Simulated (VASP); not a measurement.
# AgH12O6F in VASP: notebook

Runs on AgH12O6F. Level: PBE+D3(BJ). Tasks: single point, molecular dynamics.

All numbers are computed with VASP 6.6.1; they aren't measurements. Logs are shortened: lines on timing, memory, paths and dates and some standing lists are left out, and cuts for length are marked.

**1. The cell of the first run**

The cell holds an amorphous packing of atoms, 20 atoms: a = 6.073 Å, b = 6.073 Å, c = 6.073 Å, α = 90.00°, β = 90.00°, γ = 90.00°.

**2. Single point, PBE+D3(BJ)**

INCAR reads:

```
PREC = Accurate ; ENCUT = 520
EDIFF = 1E-7 ; ISMEAR = -1
SIGMA = 0.02 ; LREAL = Auto
LASPH = True ; NELM = 80
ALGO = Normal ; ISIF = 2
LWAVE = False ; LCHARG = False
GGA = PE ; IVDW = 12
NBANDS = 49
```

KPOINTS reads:

```
Automatic mesh
0
Gamma
  1 1 1
```

POSCAR reads:

```
AgH12O6F
1.0
    6.0731780000      0.0000000000      0.0000000000
    0.0000000000      6.0731780000      0.0000000000
    0.0000000000      0.0000000000      6.0731780000
O H Ag F
6 12 1 1
Direct
    0.8128693083      1.0823822388      0.6745891525
    0.0169927507      0.8352957875      0.0336397188
    0.9010109699      0.4797158917      0.2519932727
    0.3071209176      0.4272721794      0.8351311290
    0.3498662480      0.8973226209      0.5844221921
    0.3330875532      0.2114378996      0.2425912759
    0.6569542338      1.0431441331      0.6669160693
    0.9046993189      1.0163212736      0.5569406989
   -0.0652376729      0.9149081420     -0.0771589438
    0.1733194713      0.8100536490     -0.0060264988
    0.9448101142      0.5914037099      0.1444054497
    0.7300131826      0.5062094343      0.2635522950
    0.3280984025      0.2851554820      0.9232069272
    0.4195826304      0.4411034882      0.7179931166
    0.3412875434      0.9845092635      0.4573552759
    0.3846256441      0.7629448700      0.4905174852
    0.1831495800      0.2628113321      0.2576575230
    0.4228428674      0.3190586543      0.3170498214
    0.9481856122      0.4927897717      0.6593417812
    0.5433234461      0.5230539925      0.4729484300
```

Potentials or basis: VASP PAW PBE potentials, release 64 (O, H, Ag, F).

Run with:

```console
> cat potpaw_PBE.64/O/POTCAR potpaw_PBE.64/H/POTCAR potpaw_PBE.64/Ag/POTCAR potpaw_PBE.64/F/POTCAR > POTCAR
> mpirun -np 1 vasp_gam > vasp.out
```

OUTCAR:

```text
PREC = Accurate
   ENCUT = 520
   EDIFF = 1E-7
   ISMEAR = -1
   LREAL = Auto
   LASPH = True
   NELM = 80
   ISIF = 2
   GGA = PE
   IVDW = 12
 IVDW          = 12

 ion  position               nearest neighbor table
   1  0.813  0.082  0.675-   7 0.98   8 0.99  19 2.63
   2  0.017  0.835  0.034-   9 0.97  10 0.99
   3  0.901  0.480  0.252-  11 0.98  12 1.05  19 2.49
   4  0.307  0.427  0.835-  14 0.99  13 1.02  19 2.46
   5  0.350  0.897  0.584-  15 0.94  16 1.02
   6  0.333  0.211  0.243-  18 0.96  17 0.97
   7  0.657  0.043  0.667-   1 0.98
   8  0.905  0.016  0.557-   1 0.99
   9  0.935  0.915  0.923-   2 0.97
  10  0.173  0.810  0.994-   2 0.99
  11  0.945  0.591  0.144-   3 0.98
  12  0.730  0.506  0.264-   3 1.05
  13  0.328  0.285  0.923-   4 1.02
  14  0.420  0.441  0.718-   4 0.99
  15  0.341  0.985  0.457-   5 0.94
  16  0.385  0.763  0.491-   5 1.02
  17  0.183  0.263  0.258-   6 0.97
  18  0.423  0.319  0.317-   6 0.96
  19  0.948  0.493  0.659-   4 2.46   3 2.49   1 2.63  20 2.71
  20  0.543  0.523  0.473-  19 2.71

  LATTYP: Found a simple cubic cell.
 ALAT       =     6.0731780000

  Lattice vectors:

 A1 = (   6.0731780000,   0.0000000000,   0.0000000000)
 A2 = (   0.0000000000,   6.0731780000,   0.0000000000)
 A3 = (   0.0000000000,   0.0000000000,   6.0731780000)

Analysis of symmetry for initial positions (statically):
=====================================================================
 Subroutine PRICEL returns:
 Original cell was already a primitive cell.

 Routine SETGRP: Setting up the symmetry group for a
 simple cubic supercell.

 Subroutine GETGRP returns: Found  1 space group operations
 (whereof  1 operations were pure point group operations)
 out of a pool of 48 trial point group operations.

The static configuration has the point symmetry C_1 .

Analysis of symmetry for dynamics (positions and initial velocities):
=====================================================================
 Subroutine PRICEL returns:
 Original cell was already a primitive cell.

 Routine SETGRP: Setting up the symmetry group for a
 simple cubic supercell.

 Subroutine GETGRP returns: Found  1 space group operations
 (whereof  1 operations were pure point group operations)
 out of a pool of 48 trial point group operations.

The dynamic configuration has the point symmetry C_1 .

 Subroutine INISYM returns: Found  1 space group operations
 (whereof  1 operations are pure point group operations),
 and found     1 'primitive' translations

----------------------------------------------------------------------------------------

                                     Primitive cell

  volume of cell :     224.0000

  direct lattice vectors                    reciprocal lattice vectors
     6.073178000  0.000000000  0.000000000     0.164658437  0.000000000  0.000000000
     0.000000000  6.073178000  0.000000000     0.000000000  0.164658437  0.000000000
     0.000000000  0.000000000  6.073178000     0.000000000  0.000000000  0.164658437

  length of vectors
     6.073178000  6.073178000  6.073178000     0.164658437  0.164658437  0.164658437

  position of ions in fractional coordinates (direct lattice)
     0.812869308  0.082382239  0.674589152
     0.016992751  0.835295788  0.033639719
     0.901010970  0.479715892  0.251993273
     0.307120918  0.427272179  0.835131129
     0.349866248  0.897322621  0.584422192
     0.333087553  0.211437900  0.242591276
[... 12 lines left out ...]
     0.948185612  0.492789772  0.659341781
     0.543323446  0.523053993  0.472948430

  ion indices of the primitive-cell ions
   primitive index   ion index
                 1           1
                 2           2
                 3           3
                 4           4
                 5           5
                 6           6
[... 12 lines left out ...]
                19          19
                20          20

----------------------------------------------------------------------------------------

 KPOINTS: Automatic mesh

Automatic generation of k-mesh.
 Grid dimensions read from file:
 generate k-points for:    1    1    1

 Generating k-lattice:

  Cartesian coordinates                     Fractional coordinates (reciprocal lattice)
     0.164658437  0.000000000  0.000000000     1.000000000  0.000000000  0.000000000
     0.000000000  0.164658437  0.000000000     0.000000000  1.000000000  0.000000000
     0.000000000  0.000000000  0.164658437     0.000000000  0.000000000  1.000000000

  Length of vectors
     0.164658437  0.164658437  0.164658437

  Shift w.r.t. Gamma in fractional coordinates (k-lattice)
     0.000000000  0.000000000  0.000000000

 Subroutine IBZKPT returns following result:
 ===========================================

 Found      1 irreducible k-points:

 Following reciprocal coordinates:
            Coordinates               Weight
  0.000000  0.000000  0.000000      1.000000
   k-points           NKPTS =      1   k-points in BZ     NKDIM =      1   number of bands    NBANDS=     49
   number of dos      NEDOS =    301   number of ions     NIONS =     20
   total plane-waves  NPLWV = 110592
   dimension x,y,z NGX =    48 NGY =   48 NGZ =   48
   dimension x,y,z NGXF=    96 NGYF=   96 NGZF=   96
   ions per type =               6  12   1   1
   NGX,Y,Z   is equivalent  to a cutoff of  13.14, 13.14, 13.14 a.u.
   NGXF,Y,Z  is equivalent  to a cutoff of  26.28, 26.28, 26.28 a.u.
 SYSTEM =  unknown system
   PREC   = accura    normal or accurate (medium, high low for compatibility)
   ISTART =      0    job   : 0-new  1-cont  2-samecut
   ICHARG =      2    charge: 1-file 2-atom 10-const
   ISPIN  =      1    spin polarized calculation?
   LNONCOLLINEAR =      F non collinear calculations
   LSORBIT =      F    spin-orbit coupling
   LASPH  =      T    aspherical Exc in radial PAW
   ENCUT  =  520.0 eV  38.22 Ry    6.18 a.u.  11.29 11.29 11.29*2*pi/ulx,y,z
   NELM   =     80;   NELMIN=  2; NELMDL= -5     # of ELM steps
   EDIFF  = 0.1E-06   stopping-criterion for ELM
   LREAL  =      T    real-space projection
   EDIFFG = 0.1E-05   stopping-criterion for IOM
   NSW    =      0    number of steps for IOM
   IBRION =     -1    ionic relax: 0-MD 1-quasi-New 2-CG
   NFREE  =      0    steps in history (QN), initial steepest desc. (CG)
   ISIF   =      2    stress and relaxation
   ISYM   =      2    0-nonsym 1-usesym 2-fastsym
   POTIM  = 0.5000    time-step for ionic-motion
   TEBEG  =    0.0;   TEEND  =   0.0 temperature during run
   PSTRESS=    0.0 pullay stress
   NELECT =      66.0000    total number of electrons
   NUPDOWN=      -1.0000    fix difference up-down
   EMIN   =  10.00;   EMAX   =-10.00  energy-range for DOS
   EFERMI =   0.00;   METHOD = LEGACY
   ISMEAR =    -1;   SIGMA  =   0.02  broadening in eV -4-tet -1-fermi 0-gaus
   EFERMI_NEDOS =   21; number of points for ismear=-14 and -15
   IALGO  =     38    algorithm
   IMIX   =      4    mixing-type and parameters
     AMIX     =   0.40;   BMIX     =  1.00
     AMIX_MAG =   1.60;   BMIX_MAG =  1.00
  volume/ion in A,a.u.               =      11.20        75.58
  Fermi-wavevector in a.u.,A,eV,Ry     =   1.089365  2.058602 16.146256  1.186716
  Thomas-Fermi vector in A             =   2.225567
   LORBIT       =      0    0 simple, 1 ext, 2 COOP (PROOUT), +10 PAW based schemes
   GGA     = PE    functional components
   LHFCALC =     F    Hartree Fock is set to
   AEXX    =    0.0000 exact exchange contribution
   IVDW    =    12    specifies the selected vdW correction
   LEPSILON=     F    determine dielectric tensor
   LRPA    =     F    only Hartree local field effects (RPA)
 non-spin polarized calculation
  energy-cutoff  :      520.00
  volume of cell :      224.00
 maximum number of plane-waves:      3016
 NGX is ok and might be reduce to    48
   NGX = 23   NGY = 23   NGZ = 23

 number of electron      66.0000001 magnetization

 Free energy of the ion-electron system (eV)
  ---------------------------------------------------
  ext. energy  EPLUGINS =         0.00000000
  ---------------------------------------------------
  free energy    TOTEN  =       -93.44032917 eV

  energy without entropy =      -93.44032917  energy(sigma->0) =      -93.44032917

 E-fermi :  -2.1245     XC(G=0):  -7.1247

 val. band max:       -2.6581600647   @ k =   0.0000   0.0000   0.0000
 cond. band min:       0.2530768220   @ k =   0.0000   0.0000   0.0000
 fundamental gap:      2.9112368867
 Fermi energy:        -2.1244891634

 k-point     1 :       0.0000    0.0000    0.0000
  band No.  band energies     occupation
      1     -22.8749      2.00000
      2     -22.0688      2.00000
      3     -21.7559      2.00000
      4     -21.5872      2.00000
      5     -21.2209      2.00000
      6     -21.0826      2.00000
[... 37 lines left out ...]
     44       7.9984      0.00000
     45       8.0996      0.00000
 [bands above 45 left out]

------------------------ aborting loop because EDIFF is reached ----------------------------------------

 Edisp (eV)   -0.92517

 E8    (eV) :    -0.2359

  FORCE on cell =-STRESS in cart. coord.  units (eV):
  Direction    XX          YY          ZZ          XY          YZ          ZX
  --------------------------------------------------------------------------------------
  -------------------------------------------------------------------------------------
  Total      -5.42689     0.59558    -2.52787     1.65249    -2.10114    -0.70881
  in kB     -38.81626     4.25993   -18.08080    11.81958   -15.02856    -5.06985
  external pressure =      -17.55 kB  Pullay stress =        0.00 kB

 VOLUME and BASIS-vectors are now :
 -----------------------------------------------------------------------------
  energy-cutoff  :      520.00
  volume of cell :      224.00
      direct lattice vectors                 reciprocal lattice vectors
     6.073178000  0.000000000  0.000000000     0.164658437  0.000000000  0.000000000
     0.000000000  6.073178000  0.000000000     0.000000000  0.164658437  0.000000000
     0.000000000  0.000000000  6.073178000     0.000000000  0.000000000  0.164658437

 POSITION                                       TOTAL-FORCE (eV/Angst)
 -----------------------------------------------------------------------------------
      4.93670      0.50032      4.09690         1.203554      0.215768      0.320138
      0.10320      5.07290      0.20430         0.888758     -0.809989      0.694182
      5.47200      2.91340      1.53040        -2.070917     -0.429241      0.414214
      1.86520      2.59490      5.07190        -0.333800     -1.051891      0.583124
      2.12480      5.44960      3.54930         0.303538     -2.323689      0.325240
      2.02290      1.28410      1.47330        -0.330996     -1.427042     -0.778364
[... 12 lines left out ...]
      5.75850      2.99280      4.00430        -0.093042     -0.212863     -0.279317
      3.29970      3.17660      2.87230        -0.023423     -0.193011      0.076280
 -----------------------------------------------------------------------------------
    total drift:                                0.005879     -0.001160     -0.000743

  FREE ENERGIE OF THE ION-ELECTRON SYSTEM (eV)
  ---------------------------------------------------
  free  energy   TOTEN  =       -94.3654973303 eV

  energy  without entropy=      -94.3654973303  energy(sigma->0) =      -94.36549733
```

Wall time 29 s (1 thread of Intel Xeon Platinum 8375C at 2.90GHz (Ice Lake), shared host); peak memory 0.32 GiB.

What came out:

```
Free energy                : -94.3655 eV
Pressure                   : -1.8 GPa
Largest force              : 3.256 eV/Å
Band gap on the k mesh     : 2.91 eV
Dispersion energy per atom : -0.046 eV
```

Forces on the atoms (eV/Å):
```
O    1.204  0.216  0.320
O    0.889 -0.810  0.694
O   -2.071 -0.429  0.414
O   -0.334 -1.052  0.583
O    0.304 -2.324  0.325
O   -0.331 -1.427 -0.778
H   -0.133 -0.470 -0.698
H   -1.002  0.101  0.436
H    0.195  0.570 -0.854
H   -0.933  0.463 -0.391
H    0.384  0.654 -0.138
H    2.132 -0.506  0.555
H   -0.090  1.575 -0.721
H   -0.053 -0.050 -0.213
H   -0.467  2.711 -1.743
H    0.348 -0.186  1.707
H   -0.589  0.295 -0.033
H    0.665  1.074  0.736
Ag  -0.093 -0.213 -0.279
F   -0.023 -0.193  0.076
```

Caveat: the k points lie up to 1.03 Å⁻¹ apart.

**3. Molecular dynamics, PBE+D3(BJ)**

INCAR reads:

```
PREC = Accurate
ENCUT = 520
EDIFF = 1E-5
ISMEAR = -1
SIGMA = 0.02
LREAL = Auto
LASPH = T
NELM = 60
ALGO = Normal
ISIF = 2
LWAVE = F
LCHARG = F
GGA = PE
IVDW = 12
IBRION = 0
NSW = 40
POTIM = 0.75
TEBEG = 400.0
TEEND = 400.0
ISYM = 0
NELMIN = 4
RANDOM_SEED = 984919 0 0
MDALGO = 1
ANDERSEN_PROB = 0.0
```

KPOINTS reads:

```
regular mesh
0
Gamma
  1 1 1
```

POSCAR reads:

```
AgH12O6F
1.0
    6.0731780000      0.0000000000      0.0000000000
    0.0000000000      6.0731780000      0.0000000000
    0.0000000000      0.0000000000      6.0731780000
O H Ag F
6 12 1 1
Direct
    0.9378253900      1.0775107600      0.6152467100
    0.0988236400      0.8744417100      0.0429372700
    0.8418297300      0.5120837900      0.2151114400
    0.2181977200      0.4170214100      0.8035170100
    0.4857629100      0.9579235500      0.7133861500
    0.4091390400      0.1665341400      0.2958296200
    0.8117937100      0.9793477300      0.6400028200
    1.0080284800      1.0166027000      0.4880407800
    0.0669892100      0.9121109100     -0.1076634900
    0.2345231200      0.7853607900      0.0174011600
    0.9082695400      0.6430816700      0.1456902300
    0.6959364700      0.5421441800      0.2571726700
    0.2943675700      0.2718063800      0.8179367300
    0.3268620000      0.4861043200      0.7128681200
    0.4641927500      1.0106519900      0.5678837100
    0.4717517200      0.7996222800      0.7009106100
    0.2819712000      0.1888954200      0.2033901600
    0.4668497700      0.3130140800      0.3312846200
    0.8985274600      0.4778926200      0.6349925100
    0.5651834000      0.5463471100      0.5543122900
```

Potentials or basis: VASP PAW PBE potentials, release 64 (O, H, Ag, F).

Run with:

```console
> cat potpaw_PBE.64/O/POTCAR potpaw_PBE.64/H/POTCAR potpaw_PBE.64/Ag/POTCAR potpaw_PBE.64/F/POTCAR > POTCAR
> mpirun -np 1 vasp_gam > vasp.out
```

Run time: 6.8 min. Hardware: 1 thread of Intel Xeon Platinum 8375C at 2.90GHz (Ice Lake), shared host; peak memory 0.36 GiB.

The run converged. Its results:

- Dispersion energy per atom: -0.045 eV

The path:
| step | potential energy change (eV) | largest force (eV/Å) | pressure (GPa) | volume (Å³) | temperature (K) |
| --- | --- | --- | --- | --- | --- |
| 1 | 0.0000 | 2.4933 | 1.00 | 224.00 | 410 |
| 2 | -0.0523 | 2.5245 | 0.22 | 224.00 | 430 |
| 3 | -0.0514 | 2.3107 | -0.81 | 224.00 | 430 |
| 4 | -0.0011 | 2.3672 | -1.82 | 224.00 | 411 |
| 5 | 0.0684 | 2.3842 | -2.65 | 224.00 | 383 |
| 6 | 0.1159 | 2.6246 | -3.13 | 224.00 | 364 |
| 7 | 0.1261 | 2.6819 | -3.17 | 224.00 | 360 |
| 8 | 0.1185 | 2.7785 | -2.73 | 224.00 | 362 |
| 9 | 0.1176 | 2.8050 | -1.87 | 224.00 | 362 |
| 10 | 0.1122 | 2.9980 | -0.84 | 224.00 | 366 |
| 11 | 0.0654 | 2.9241 | 0.08 | 224.00 | 385 |
| 12 | -0.0253 | 2.2758 | 0.67 | 224.00 | 420 |
| 13 | -0.1241 | 2.2676 | 0.78 | 224.00 | 460 |
| 14 | -0.1975 | 2.3853 | 0.46 | 224.00 | 489 |
| 15 | -0.2277 | 2.0871 | -0.24 | 224.00 | 502 |
| 16 | -0.2193 | 2.1677 | -1.15 | 224.00 | 499 |
| 17 | -0.1910 | 2.2729 | -2.09 | 224.00 | 488 |
| 18 | -0.1536 | 2.1164 | -2.83 | 224.00 | 472 |
| 19 | -0.1093 | 1.9274 | -3.20 | 224.00 | 454 |
| 20 | -0.0558 | 2.0659 | -3.08 | 224.00 | 432 |
| 21 | 0.0148 | 2.3023 | -2.48 | 224.00 | 403 |
| 22 | 0.0963 | 2.3854 | -1.57 | 224.00 | 371 |
| 23 | 0.1392 | 3.2637 | -0.62 | 224.00 | 355 |
| 24 | 0.0897 | 3.6455 | 0.07 | 224.00 | 374 |
| 25 | -0.0186 | 3.1971 | 0.39 | 224.00 | 416 |
| 26 | -0.0830 | 2.4294 | 0.41 | 224.00 | 441 |
| 27 | -0.0585 | 3.1217 | 0.17 | 224.00 | 432 |
| 28 | -0.0058 | 3.2028 | -0.32 | 224.00 | 413 |
| 29 | 0.0025 | 2.9868 | -1.10 | 224.00 | 409 |
| 30 | -0.0269 | 2.9765 | -1.98 | 224.00 | 420 |
| 31 | -0.0443 | 2.6639 | -2.67 | 224.00 | 426 |
| 32 | -0.0224 | 2.0941 | -2.98 | 224.00 | 417 |
| 33 | 0.0410 | 2.1226 | -2.81 | 224.00 | 391 |
| 34 | 0.1381 | 2.3403 | -2.22 | 224.00 | 352 |
| 35 | 0.2395 | 2.2926 | -1.40 | 224.00 | 313 |
| 36 | 0.2862 | 2.8644 | -0.61 | 224.00 | 295 |
| 37 | 0.2363 | 2.8978 | -0.09 | 224.00 | 314 |
| 38 | 0.1330 | 2.2515 | 0.13 | 224.00 | 353 |
| 39 | 0.0712 | 2.0736 | 0.13 | 224.00 | 377 |
| 40 | 0.0807 | 2.6140 | -0.04 | 224.00 | 375 |

Caveat: the k points lie up to 1.03 Å⁻¹ apart.
